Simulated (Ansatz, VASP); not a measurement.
# Two plane-wave programs on HfGa2As2

```xyz
5
Lattice="4.3046 0.0000 0.0000 -2.1523 3.7279 0.0000 0.0000 0.0000 8.0598" Properties=species:S:1:pos:R:3 pbc="T T T"
Hf    2.1523    1.2426    0.0000
Ga    2.1523    1.2426    4.0299
Ga    0.0000    0.0000    0.0000
As    0.0000    2.4853    5.7410
As    0.0000    2.4853    2.3188
```

Change from the starting cell: species swapped into the Sr2ZnSb2 type (P-6m2, No. 187).

Alike in both runs: task relaxation of cell and atoms; functional PBE; k mesh 6 × 6 × 2; occupations gaussian, width 0.1 eV; no spin polarisation.

|  | VASP | Ansatz |
| --- | --- | --- |
| version | VASP 6.6.1 | Ansatz 0.2.0 |
| potentials or method | VASP PAW PBE potentials, release 64 (Hf_pv, Ga_d, As), cutoff 600 eV | scalar-relativistic, plane waves, PAW |
| valence electrons in the cell | 46 | 82 |

|  | VASP | Ansatz | Ansatz less VASP |
| --- | --- | --- | --- |
| gap on the k mesh at the Fermi level, each at its own relaxed structure (eV) | none | none | - |
| relaxed volume (Å³/atom) | 21.39 | 21.42 | +0.031 |
| relaxed length of the cell vector where the two differ most in proportion (Å) | 5.850 | 5.854 | +0.0039 |

A gap of «none» marks a metal or a gap that the smearing closes. VASP's potentials hold 46 valence electrons a cell and Ansatz's 82, so a difference there can come from the potentials and not from the codes.

The k mesh is coarse, so the values compare programs but aren't converged. Neither program's run includes spin-orbit coupling. Noted on VASP's run: the volume moved by over 15 % at a fixed basis, so the end points are rough.
